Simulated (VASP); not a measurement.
The system is CrPbO3.

```
Cr Pb O
1.0
     3.91706    0.00000    0.00000
     0.00000    3.91706    0.00000
     0.00000    0.00000    3.91706
Cr Pb O
1 1 3
Direct
  0.00000 0.00000 0.00000
  0.50000 0.50000 0.50000
  0.00000 0.00000 0.50000
  0.00000 0.50000 0.00000
  0.50000 0.00000 0.00000
```

Base run:

```yaml
Program: VASP 6.6.1
Functional: LDA
Potentials_or_basis: VASP PAW LDA potentials, release 64 (Cr_pv, Pb_d, O)
Cutoff: 600 eV
k_mesh: 6 × 6 × 6
Occupations: fermi-dirac, width 0.01 eV
Spin: collinear spin, ferromagnetic start
Starting_moments: "[3.0, 0.0, 0.0, 0.0, 0.0] μB"
Hubbard_terms: Cr d U = 6.0 eV
```

Its results: band gap on the k mesh zero (filled and empty bands overlap); pressure -9.2 GPa; net moment 2.03 μB per cell; site moments Cr +2.69; Pb -0.07; O -0.20 μB.

Q: The run is repeated on the same cell with these changes: hubbard terms from Cr d U = 6.0 eV to Cr d U = 2.0 eV. What comes out?

A: Band gap on the k mesh zero (filled and empty bands overlap); pressure -15.2 GPa; net moment 2.00 μB per cell; site moments Cr +2.18; Pb -0.03; O -0.08 μB.

Caveats: the cell stands under tension; spin-orbit coupling is left out, which moves the levels of the heavy elements; a cell with one magnetic atom can't hold antiferromagnetic order, which such compounds often take.
